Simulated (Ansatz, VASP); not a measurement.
**HgTe in VASP and in Ansatz**

```
Hg Te
1.0
     0.00000    3.18000    3.18000
     3.18000    0.00000    3.18000
     3.18000    3.18000    0.00000
Hg Te
1 1
Direct
  0.00000 0.00000 0.00000
  0.50000 0.50000 0.50000
```

Alike in both runs: task single point; functional LDA; k mesh 8 × 8 × 8; occupations gaussian, width 0.05 eV; no spin polarisation.

```csv
,VASP,Ansatz
version,VASP 6.6.1,Ansatz 0.2.0
potentials or method,"VASP PAW LDA potentials, release 64 (Hg, Te), cutoff 500 eV","scalar-relativistic, plane waves, PAW"
valence electrons in the cell,18,36
```

VASP gave:

```
gap on the k mesh at the Fermi level (eV) : none
pressure (GPa)                            : -7.6
```

Task: Estimate Ansatz's values.

Result: gap on the k mesh at the Fermi level (eV): none; pressure (GPa): -7.8.

LDA's correlation is that of Perdew and Zunger in VASP and of Perdew and Wang (1992) in Ansatz. A gap of «none» marks a metal or a gap that the smearing closes. VASP's potentials hold 18 valence electrons a cell and Ansatz's 36, so a difference there can come from the potentials and not from the codes.

Neither program's run includes spin-orbit coupling.
